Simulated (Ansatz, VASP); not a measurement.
**One calculation of HPbNO4, two programs**

Contents of INCAR:

```
SYSTEM = HPbNO4
PREC = Accurate
ENCUT = 520
EDIFF = 1E-6
ISMEAR = -1
SIGMA = 0.05
LREAL = .FALSE.
LASPH = .TRUE.
NELM = 100
ALGO = Normal
ISIF = 2
LWAVE = .FALSE.
LCHARG = .FALSE.
GGA = PE
NBANDS = 31
```

KPOINTS

```
Automatic mesh
0
G
  5 4 4
  0 0 0
```

Contents of POSCAR:

```
HPbNO4
1.0
    3.9078267417      0.0018034237     -0.0370613710
    0.1758135513      4.3913975935     -0.0166867354
    0.7680052229      0.8497671868      5.9539528157
H Pb N O
1 1 1 4
Direct
    0.6151100000      0.8955900000      0.1984400000
    0.6459700000      0.4465100000      0.9168500000
    0.7147400000      0.2381000000      0.5005800000
    0.1695800000      0.4700700000      0.7776800000
    0.6291900000      0.9704500000      0.4984500000
    0.5642400000      0.9258300000      0.0384900000
    0.7802200000      0.4225000000      0.3195100000
```

File input.yaml:

```yaml
crystal:
  lattice:
    - [3.9078267417, 0.0018034237, -0.037061371]
    - [0.1758135513, 4.3913975935, -0.0166867354]
    - [0.7680052229, 0.8497671868, 5.9539528157]
  atoms:
    - { symbol: H, position: [0.61511, 0.89559, 0.19844] }
    - { symbol: Pb, position: [0.64597, 0.44651, 0.91685] }
    - { symbol: "N", position: [0.71474, 0.2381, 0.50058] }
    - { symbol: O, position: [0.16958, 0.47007, 0.77768] }
    - { symbol: O, position: [0.62919, 0.97045, 0.49845] }
    - { symbol: O, position: [0.56424, 0.92583, 0.03849] }
    - { symbol: O, position: [0.78022, 0.4225, 0.31951] }
kpoints:
  mp_grid: { grid: [5, 4, 4] }
scf:
  occupations: { method: fermi_dirac, width: 0.05 }
hamiltonian:
  xc: pbe
  pseudopotentials: { kind: all_electron, lapw: { basis_error: 0.003 } }
output:
  forces: true
  stress: true
  eigenvalues: true
```

Change from the starting cell: volume scaled by 1.04.

Alike in both runs: task single point; functional PBE; k mesh 5 × 4 × 4; occupations fermi-dirac, width 0.05 eV; no spin polarisation.

```csv
,VASP,Ansatz
version,VASP 6.6.1,Ansatz 0.2.0
potentials or method,"VASP PAW PBE potentials, release 64 (H, Pb_d, N, O), cutoff 520 eV","all-electron LAPW, scalar-relativistic"
```

Ansatz gave:

| Item | Value |
| --- | --- |
| gap on the k mesh at the Fermi level (eV) | 0.23 |
| least direct gap on the mesh (eV) | 0.43 |
| pressure (GPa) | -3.4 |
| traceless stress, the component that is largest in VASP (GPa) | -0.87 |
| rms of the force components (eV/Å) | 0.423 |

Q: What did VASP give for the same quantities?

A: gap on the k mesh at the Fermi level (eV): 0.24; least direct gap on the mesh (eV): 0.43; pressure (GPa): -2.8; traceless stress, the component that is largest in VASP (GPa): -0.50; rms of the force components (eV/Å): 0.247.

Atom by atom the forces differ by 0.187 eV/Å (rms over components). One of these differences is far larger than is usual between the two programs; its cause wasn't traced. Ansatz ran all-electron here, and VASP with PAW potentials.

Spin-orbit coupling is off throughout. Noted on VASP's run: the standard files for N, O and F lose accuracy on very short bonds.
